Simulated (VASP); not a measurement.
# Gd (Fm-3m) in VASP: notebook

Runs on Gd. Level: LDA. Tasks: single point.

Program: VASP 6.6.1. These are calculated values, not measurements. Logs are shortened: lines on timing, memory, paths and dates and some standing lists are left out, and cuts for length are marked.

## (1) The cell of the first run

Symmetry: Fm-3m, No. 225, cubic system. Conventional cell: a = 5.172 Å, b = 5.172 Å, c = 5.172 Å, α = 90.00°, β = 90.00°, γ = 90.00°. Gd (site symmetry m-3m) has 12 Gd at 3.66 Å within 4.8 Å.

This isn't the form of Gd at room conditions, which is hcp.

## (2) Single point, LDA, collinear spin, ferromagnetic start

Contents of INCAR:

```
SYSTEM = Gd
  ALGO = Normal
  EDIFF = 1E-6
  ENCUT = 520
  GGA = CA
  ISIF = 2
  ISMEAR = -1
  ISPIN = 2
  LASPH = .True.
  LCHARG = .False.
  LMAXMIX = 6
  LORBIT = 11
  LREAL = .False.
  LWAVE = .False.
  MAGMOM = 7
  NBANDS = 19
  NELM = 150
  PREC = Accurate
  SIGMA = 0.15
```

Contents of KPOINTS:

```
k-points
0
Gamma
  10 10 10
  0 0 0
```

Contents of POSCAR:

```
Gd
1.0
    0.0000000000      2.5858190000      2.5858190000
    2.5858190000      0.0000000000      2.5858190000
    2.5858190000      2.5858190000      0.0000000000
Gd
1
Direct
    0.0000000000      0.0000000000      0.0000000000
```

Potentials or basis: VASP PAW PBE potentials, release 64 (Gd).

Run with:

```console
$ cat potpaw_PBE.64/Gd/POTCAR > POTCAR
$ mpirun -np 1 vasp_std > vasp.out
```

OUTCAR:

```text
SYSTEM = Gd
   EDIFF = 1E-6
   ENCUT = 520
   GGA = CA
   ISIF = 2
   ISMEAR = -1
   ISPIN = 2
   LASPH = .True.
   LORBIT = 11
   LREAL = .False.
   NELM = 150
   PREC = Accurate

 ion  position               nearest neighbor table
   1  0.000  0.000  0.000-

  LATTYP: Found a face centered cubic cell.
 ALAT       =     5.1716380000

  Lattice vectors:

 A1 = (   0.0000000000,   2.5858190000,   2.5858190000)
 A2 = (   2.5858190000,   0.0000000000,   2.5858190000)
 A3 = (   2.5858190000,   2.5858190000,   0.0000000000)

Analysis of symmetry for initial positions (statically):
=====================================================================
 Subroutine PRICEL returns:
 Original cell was already a primitive cell.

 Routine SETGRP: Setting up the symmetry group for a
 face centered cubic supercell.

 Subroutine GETGRP returns: Found 48 space group operations
 (whereof 48 operations were pure point group operations)
 out of a pool of 48 trial point group operations.

The static configuration has the point symmetry O_h .

Analysis of symmetry for dynamics (positions and initial velocities):
=====================================================================
 Subroutine PRICEL returns:
 Original cell was already a primitive cell.

 Routine SETGRP: Setting up the symmetry group for a
 face centered cubic supercell.

 Subroutine GETGRP returns: Found 48 space group operations
 (whereof 48 operations were pure point group operations)
 out of a pool of 48 trial point group operations.

The dynamic configuration has the point symmetry O_h .

Analysis of structural, dynamic, and magnetic symmetry:
=====================================================================
 Subroutine PRICEL returns:
 Original cell was already a primitive cell.

 Routine SETGRP: Setting up the symmetry group for a
 face centered cubic supercell.

 Subroutine GETGRP returns: Found 48 space group operations
 (whereof 48 operations were pure point group operations)
 out of a pool of 48 trial point group operations.

The overall configuration has the point symmetry O_h .

 Subroutine INISYM returns: Found 48 space group operations
 (whereof 48 operations are pure point group operations),
 and found     1 'primitive' translations

----------------------------------------------------------------------------------------

                                     Primitive cell

  volume of cell :      34.5800

  direct lattice vectors                    reciprocal lattice vectors
     0.000000000  2.585819000  2.585819000    -0.193362335  0.193362335  0.193362335
     2.585819000  0.000000000  2.585819000     0.193362335 -0.193362335  0.193362335
     2.585819000  2.585819000  0.000000000     0.193362335  0.193362335 -0.193362335

  length of vectors
     3.656900300  3.656900300  3.656900300     0.334913389  0.334913389  0.334913389

  position of ions in fractional coordinates (direct lattice)
     0.000000000  0.000000000  0.000000000

  ion indices of the primitive-cell ions
   primitive index   ion index
                 1           1

----------------------------------------------------------------------------------------

 KPOINTS: k-points

Automatic generation of k-mesh.
 Grid dimensions read from file:
 generate k-points for:   10   10   10

 Generating k-lattice:

  Cartesian coordinates                     Fractional coordinates (reciprocal lattice)
    -0.019336234  0.019336234  0.019336234     0.100000000  0.000000000  0.000000000
     0.019336234 -0.019336234  0.019336234     0.000000000  0.100000000  0.000000000
     0.019336234  0.019336234 -0.019336234     0.000000000  0.000000000  0.100000000

  Length of vectors
     0.033491339  0.033491339  0.033491339

  Shift w.r.t. Gamma in fractional coordinates (k-lattice)
     0.000000000  0.000000000  0.000000000

 Subroutine IBZKPT returns following result:
 ===========================================

 Found     47 irreducible k-points:

 Following reciprocal coordinates:
            Coordinates               Weight
  0.000000  0.000000  0.000000      1.000000
  0.100000  0.000000  0.000000      8.000000
  0.200000  0.000000  0.000000      8.000000
  0.300000  0.000000  0.000000      8.000000
  0.400000  0.000000  0.000000      8.000000
  0.500000  0.000000  0.000000      4.000000
[... 16 lines left out ...]
  0.300000  0.300000  0.000000      6.000000
  0.400000  0.300000  0.000000     24.000000
 [... further k-points ...]
   k-points           NKPTS =     47   k-points in BZ     NKDIM =     47   number of bands    NBANDS=     19
   number of dos      NEDOS =    301   number of ions     NIONS =      1
   total plane-waves  NPLWV =  21952
   dimension x,y,z NGX =    28 NGY =   28 NGZ =   28
   dimension x,y,z NGXF=    56 NGYF=   56 NGZF=   56
   ions per type =               1
   NGX,Y,Z   is equivalent  to a cutoff of  12.73, 12.73, 12.73 a.u.
   NGXF,Y,Z  is equivalent  to a cutoff of  25.46, 25.46, 25.46 a.u.
 SYSTEM =  Gd
[... 27 lines left out ...]
   IMIX   =      4    mixing-type and parameters
     AMIX     =   0.40;   BMIX     =  1.00
     AMIX_MAG =   1.60;   BMIX_MAG =  1.00
  volume/ion in A,a.u.               =      34.58       233.36
  Fermi-wavevector in a.u.,A,eV,Ry     =   1.316914  2.488607 23.596088  1.734264
  Thomas-Fermi vector in A             =   2.446993
   LORBIT       =     11    0 simple, 1 ext, 2 COOP (PROOUT), +10 PAW based schemes
   GGA     = CA    functional components
   LHFCALC =     F    Hartree Fock is set to
   AEXX    =    0.0000 exact exchange contribution
   IVDW    =     0    specifies the selected vdW correction
   LEPSILON=     F    determine dielectric tensor
   LRPA    =     F    only Hartree local field effects (RPA)
 spin polarized calculation
  energy-cutoff  :      520.00
  volume of cell :       34.58
 maximum number of plane-waves:       946
   NGX = 13   NGY = 13   NGZ = 13

 number of electron      18.0000002 magnetization       7.2335766

 Free energy of the ion-electron system (eV)
  ---------------------------------------------------
  ext. energy  EPLUGINS =         0.00000000
  ---------------------------------------------------
  free energy    TOTEN  =       -11.67305204 eV

  energy without entropy =      -11.45506597  energy(sigma->0) =      -11.56405900

 E-fermi :   2.4989     XC(G=0): -10.0401

 val. band max:        2.4982817459   @ k =  -0.4000   0.4000   0.1000
 cond. band min:       2.5348784786   @ k =  -0.3000   0.3000   0.1000
 fundamental gap:      0.0365967327
 Fermi energy:         2.4988713276

 spin component 1

 k-point     1 :       0.0000    0.0000    0.0000
  band No.  band energies     occupation
      1     -42.1332      1.00000
      2     -19.4361      1.00000
      3     -19.4361      1.00000
      4     -19.4361      1.00000
      5      -2.3496      1.00000
      6      -1.6979      1.00000
[... 11 lines left out ...]
     18      11.5800      0.00000
     19      14.7221      0.00000

 k-point     2 :       0.1000    0.0000    0.0000
  band No.  band energies     occupation
      1     -42.1280      1.00000
      2     -19.5005      1.00000
      3     -19.4443      1.00000
      4     -19.4443      1.00000
      5      -2.0921      1.00000
      6      -1.6909      1.00000
[... 476 lines left out ...]
 k-point    24 :       0.4000    0.3000    0.0000
  band No.  band energies     occupation
      1     -42.0750      1.00000
      2     -19.9224      1.00000
      3     -19.6331      1.00000
      4     -19.6126      1.00000
      5      -1.6302      1.00000
      6      -1.6244      1.00000
[... 11 lines left out ...]
     18      11.7764      0.00000
     19      13.0055      0.00000

 [... further k-points ...]

 spin component 2

 k-point     1 :       0.0000    0.0000    0.0000
  band No.  band energies     occupation
      1     -39.2866      1.00000
      2     -17.2621      1.00000
      3     -17.2621      1.00000
      4     -17.2621      1.00000
      5      -1.7665      1.00000
      6       2.8899      0.06870
[... 11 lines left out ...]
     18      12.3373      0.00000
     19      15.3509      0.00000

 k-point     2 :       0.1000    0.0000    0.0000
  band No.  band energies     occupation
      1     -39.2801      1.00000
      2     -17.3421      1.00000
      3     -17.2719      1.00000
      4     -17.2719      1.00000
      5      -1.4959      1.00000
      6       2.8705      0.07747
[... 476 lines left out ...]
 k-point    24 :       0.4000    0.3000    0.0000
  band No.  band energies     occupation
      1     -39.2136      1.00000
      2     -17.8570      1.00000
      3     -17.5012      1.00000
      4     -17.4757      1.00000
      5       1.1232      0.99990
      6       2.3466      0.73398
[... 11 lines left out ...]
     18      12.7746      0.00000
     19      13.9697      0.00000

 [... further k-points ...]

------------------------ aborting loop because EDIFF is reached ----------------------------------------

  FORCE on cell =-STRESS in cart. coord.  units (eV):
  Direction    XX          YY          ZZ          XY          YZ          ZX
  --------------------------------------------------------------------------------------
  -------------------------------------------------------------------------------------
  Total       -0.9229851     -0.9229851     -0.9229851     -0.0000000     -0.0000000      0.0000000
  in kB      -42.7642568    -42.7642568    -42.7642568     -0.0000000     -0.0000000      0.0000000
  external PRESSURE =     -42.7642568 kB  Pullay stress =       0.0000000 kB

 VOLUME and BASIS-vectors are now :
 -----------------------------------------------------------------------------
  energy-cutoff  :      520.00
  volume of cell :       34.58
      direct lattice vectors                 reciprocal lattice vectors
     0.000000000  2.585819000  2.585819000    -0.193362335  0.193362335  0.193362335
     2.585819000  0.000000000  2.585819000     0.193362335 -0.193362335  0.193362335
     2.585819000  2.585819000  0.000000000     0.193362335  0.193362335 -0.193362335

 POSITION                                       TOTAL-FORCE (eV/Angst)
 -----------------------------------------------------------------------------------
      0.00000      0.00000      0.00000        -0.000000      0.000000     -0.000000
 -----------------------------------------------------------------------------------
    total drift:                               -0.000000     -0.000000     -0.000000

  FREE ENERGIE OF THE ION-ELECTRON SYSTEM (eV)
  ---------------------------------------------------
  free  energy   TOTEN  =       -11.6730520373 eV

  energy  without entropy=      -11.4550659663  energy(sigma->0) =      -11.56405900

 total charge

# of ion       s       p       d       f       tot
--------------------------------------------------
    1        2.069   5.526   0.528   7.085  15.209

 magnetization (x)

# of ion       s       p       d       f       tot
--------------------------------------------------
    1        0.003  -0.042   0.146   6.689   6.796
```

Wall time 3.5 min (1 thread of Intel Xeon 8259CL, shared host); peak memory 0.19 GiB.

Results:

| Item | Value |
| --- | --- |
| Free energy | -11.6731 eV |
| Pressure | -4.3 GPa |
| Net moment | 7.23 μB per cell |
| Site moments | Gd +6.80 μB |
| Valence electrons inside the program's atomic spheres | Gd 15.21 |

Caveat: the cell stands under tension; the PAW data sets were made with another functional, which shifts forces and pressure a little; spin-orbit coupling is left out, which moves the levels of the heavy elements; semilocal functionals describe open f shells poorly, which spoils levels, moments and volumes. The state reached can hang on the start; a lower one may exist.

## (3) Single point, LDA, collinear spin, ferromagnetic start

This run uses another cell than the first one, of 35.96 Å³/atom.

Contents of INCAR:

```
PREC = Accurate
ENCUT = 520
EDIFF = 1E-6
ISMEAR = -1
SIGMA = 0.15
LREAL = False
LASPH = True
NELM = 150
ALGO = Normal
ISIF = 2
LWAVE = False
LCHARG = True
ISPIN = 2
MAGMOM = 7
LORBIT = 11
LMAXMIX = 6
GGA = CA
LELF = True
LVHAR = True
NBANDS = 19
```

Contents of KPOINTS:

```
Automatic mesh
0
Gamma
  10 10 10
```

Contents of POSCAR:

```
Gd
1.0
    0.0000000000      2.6198468364      2.6198468364
    2.6198468364      0.0000000000      2.6198468364
    2.6198468364      2.6198468364      0.0000000000
Gd
1
Direct
    0.0000000000      0.0000000000      0.0000000000
```

Potentials or basis: VASP PAW PBE potentials, release 64 (Gd).

Run with:

```console
$ cat potpaw_PBE.64/Gd/POTCAR > POTCAR
$ mpirun -np 1 vasp_std > vasp.out
```

Wall time 3.1 min (1 thread of Intel Xeon 8259CL, shared host); peak memory 0.2 GiB.

It converged, with:

- Free energy: -11.6339 eV
- Pressure: -4.8 GPa
- Net moment: 7.26 μB per cell
- Site moments: Gd +6.79 μB
- Valence electrons inside the program's atomic spheres: Gd 15.20

Levels at points of the mesh, in eV from the Fermi level:
Spin up:
```tsv
k point	band 11	band 12	band 13	band 14	band 15	band 16
(0.00, 0.00, 0.00)	-4.06	-4.06	1.39	1.39	1.39	3.42
(0.50, 0.00, 0.00)	-4.05	-2.24	0.81	1.24	1.24	4.96
(0.50, 0.50, 0.00)	-4.07	-1.95	-1.17	2.21	4.98	5.42
```
Spin down:
| k point | band 3 | band 4 | band 5 | band 6 | band 7 | band 8 |
| --- | --- | --- | --- | --- | --- | --- |
| (0.00, 0.00, 0.00) | -19.85 | -19.85 | -4.21 | 0.39 | 0.55 | 0.55 |
| (0.50, 0.00, 0.00) | -19.94 | -19.94 | -1.57 | 0.41 | 0.56 | 0.56 |
| (0.50, 0.50, 0.00) | -20.09 | -20.09 | -1.35 | -0.44 | 0.57 | 0.58 |

Caveat: the cell stands under tension; the PAW data sets were made with another functional, which shifts forces and pressure a little; spin-orbit coupling is left out, which moves the levels of the heavy elements; semilocal functionals describe open f shells poorly, which spoils levels, moments and volumes.

## (4) Single point, LDA, collinear spin, ferromagnetic start

This run uses another cell than the first one, of 37.35 Å³/atom.

Contents of INCAR:

```
SYSTEM = Gd
ALGO     = Normal         ! electronic algorithm
EDIFF    = 1E-6           ! SCF threshold, eV
ENCUT    = 520            ! plane-wave cutoff, eV
GGA      = CA             ! functional
ISIF     = 2              ! what is computed and relaxed
ISMEAR   = -1             ! smearing method
ISPIN    = 2              ! spin polarisation
LASPH    = .TRUE.         ! aspherical terms in the spheres
LCHARG   = .TRUE.         ! write CHGCAR
LELF     = .TRUE.         ! ELF
LMAXMIX  = 6              ! l up to which the mixer works
LORBIT   = 11             ! projections on sites
LREAL    = .FALSE.        ! projectors in reciprocal space
LVHAR    = .TRUE.       
LWAVE    = .FALSE.        ! write WAVECAR
MAGMOM   = 7              ! initial moments
NBANDS   = 19             ! bands
NELM     = 150            ! most SCF steps
PREC     = Accurate       ! precision mode
SIGMA    = 0.15           ! smearing width, eV
```

Contents of KPOINTS:

```
k-points
0
G
  10 10 10
  0 0 0
```

Contents of POSCAR:

```
Gd
1.0
    0.0000000000      2.6530129755      2.6530129755
    2.6530129755      0.0000000000      2.6530129755
    2.6530129755      2.6530129755      0.0000000000
Gd
1
Direct
    0.0000000000      0.0000000000      0.0000000000
```

Run with:

```console
$ cat potpaw_PBE.64/Gd/POTCAR > POTCAR
$ mpirun -np 1 vasp_std > vasp.out
```

Run time: 2.4 min. Hardware: 1 thread of Intel Xeon 8259CL, shared host; peak memory 0.19 GiB.

The run converged. Its results:

| Property | Result |
| --- | --- |
| Free energy | -11.5898 eV |
| Pressure | -5.3 GPa |
| Net moment | 7.28 μB per cell |
| Site moments | Gd +6.79 μB |
| Valence electrons inside the program's atomic spheres | Gd 15.19 |

Levels at points of the mesh, in eV from the Fermi level:
Spin up:
```csv
k point,band 11,band 12,band 13,band 14,band 15,band 16
"(0.00, 0.00, 0.00)",-4.07,-4.07,1.35,1.35,1.35,3.30
"(0.50, 0.00, 0.00)",-4.07,-2.20,0.69,1.21,1.21,4.77
"(0.50, 0.50, 0.00)",-4.09,-1.87,-1.10,2.03,4.78,5.19
```
Spin down:
```tsv
k point	band 2	band 3	band 4	band 5	band 6	band 7	band 8	band 9
(0.00, 0.00, 0.00)	-19.92	-19.92	-19.92	-4.16	0.39	0.54	0.54	0.54
(0.50, 0.00, 0.00)	-20.53	-20.00	-20.00	-1.53	0.40	0.54	0.54	0.55
(0.50, 0.50, 0.00)	-20.49	-20.14	-20.14	-1.27	-0.36	0.55	0.57	0.57
```

Caveat: the cell stands under tension; the PAW data sets were made with another functional, which shifts forces and pressure a little; spin-orbit coupling is left out, which moves the levels of the heavy elements; semilocal functionals describe open f shells poorly, which spoils levels, moments and volumes.

## (5) Single point, LDA, collinear spin, ferromagnetic start

This run uses another cell than the first one, of 38.73 Å³/atom.

Contents of INCAR:

```
SYSTEM = Gd
PREC = Accurate
ENCUT = 520
EDIFF = 1E-7
ISMEAR = -1
SIGMA = 0.15
LREAL = .False.
LASPH = .True.
NELM = 150
ALGO = Normal
ISIF = 2
LWAVE = .False.
LCHARG = .True.
ISPIN = 2
MAGMOM = 7
LORBIT = 11
LMAXMIX = 6
GGA = CA
LELF = .True.
LVHAR = .True.
NBANDS = 19
```

Contents of KPOINTS:

```
regular mesh
0
Gamma
  10 10 10
  0 0 0
```

Contents of POSCAR:

```
Gd
1.0
    0.0000000000      2.6853699812      2.6853699812
    2.6853699812      0.0000000000      2.6853699812
    2.6853699812      2.6853699812      0.0000000000
Gd
1
Direct
    0.0000000000      0.0000000000      0.0000000000
```

Run with:

```console
$ cat potpaw_PBE.64/Gd/POTCAR > POTCAR
$ mpirun -np 1 vasp_std > vasp.out
```

It took 2.4 min on 1 thread of Intel Xeon 8259CL, shared host; peak memory 0.2 GiB.

It converged, with:

```yaml
Free_energy: -11.5416 eV
Pressure: -5.8 GPa
Net_moment: 7.30 μB per cell
Site_moments: Gd +6.79 μB
Valence_electrons_inside_the_program's_atomic_spheres: Gd 15.18
```

Levels at points of the mesh, in eV from the Fermi level:
Spin up:
| k point | band 10 | band 11 | band 12 | band 13 | band 14 | band 15 | band 16 | band 17 |
| --- | --- | --- | --- | --- | --- | --- | --- | --- |
| (0.00, 0.00, 0.00) | -4.09 | -4.09 | -4.09 | 1.32 | 1.32 | 1.32 | 3.18 | 3.18 |
| (0.50, 0.00, 0.00) | -4.11 | -4.09 | -2.16 | 0.59 | 1.19 | 1.19 | 4.58 | 4.58 |
| (0.50, 0.50, 0.00) | -4.12 | -4.10 | -1.80 | -1.04 | 1.88 | 4.59 | 4.99 | 4.99 |
Spin down:
| k point | band 3 | band 4 | band 5 | band 6 | band 7 | band 8 |
| --- | --- | --- | --- | --- | --- | --- |
| (0.00, 0.00, 0.00) | -19.99 | -19.99 | -4.10 | 0.38 | 0.52 | 0.52 |
| (0.50, 0.00, 0.00) | -20.07 | -20.07 | -1.48 | 0.40 | 0.53 | 0.53 |
| (0.50, 0.50, 0.00) | -20.19 | -20.19 | -1.19 | -0.29 | 0.53 | 0.55 |

Caveat: the cell stands under tension; the PAW data sets were made with another functional, which shifts forces and pressure a little; spin-orbit coupling is left out, which moves the levels of the heavy elements; semilocal functionals describe open f shells poorly, which spoils levels, moments and volumes. The state reached can hang on the start; a lower one may exist.

## (6) Summary

```csv
cell,gap on the mesh (eV),pressure (GPa),moment (μB)
"a = 3.657 Å, angles 60.0°, 1 atom",none,-4.3,7.23
"a = 3.705 Å, angles 60.0°, 1 atom",none,-4.8,7.26
"a = 3.752 Å, angles 60.0°, 1 atom",none,-5.3,7.28
"a = 3.798 Å, angles 60.0°, 1 atom",none,-5.8,7.30
```

Alike in all rows: task single point; level LDA; potentials or basis VASP PAW PBE potentials, release 64 (Gd); spin collinear, ferromagnetic start; k mesh 10 × 10 × 10; cutoff (eV) 520; smearing fermi-dirac 0.15 eV.

Caveats: the cell stands under tension; the PAW data sets were made with another functional, which shifts forces and pressure a little; spin-orbit coupling is left out, which moves the levels of the heavy elements; semilocal functionals describe open f shells poorly, which spoils levels, moments and volumes.

Absolute energies hang on the potentials; compare differences alone.

The gap in the log of VASP goes by the Fermi energy; the results here count the filled bands.